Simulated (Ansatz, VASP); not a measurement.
## BiTe: VASP beside Ansatz

```xyz
2
Lattice="0.0000 3.1865 3.2835 3.1865 0.0000 3.2835 3.1865 3.1865 0.0000" Properties=species:S:1:pos:R:3 pbc="T T T"
Bi    0.0000    0.0000    0.0000
Te    3.1865    3.1865    3.2835
```

Change from the starting cell: strain -0.015 along x and y, +0.015 along z, atoms carried along.

Alike in both runs: task single point; functional PBE; k mesh 14 × 14 × 14; occupations gaussian, width 0.15 eV; no spin polarisation.

|  | VASP | Ansatz |
| --- | --- | --- |
| version | VASP 6.6.1 | Ansatz 0.2.0 |
| potentials or method | VASP PAW PBE potentials, release 64 (Bi_d, Te), cutoff 520 eV | scalar-relativistic, plane waves, PAW |
| valence electrons in the cell | 21 | 31 |

```tsv
	VASP	Ansatz	Ansatz less VASP
gap on the k mesh at the Fermi level (eV)	none	none	-
pressure (GPa)	1.6	1.6	+0.07
traceless stress, the component that is largest in VASP (GPa)	-1.72	-1.72	-0.004
```

A gap of «none» marks a metal or a gap that the smearing closes. With one functional, cell and mesh, what is left measures potentials, basis and numerics. VASP's potentials hold 21 valence electrons a cell and Ansatz's 31, so a difference there can come from the potentials and not from the codes.

Spin-orbit coupling is off throughout.
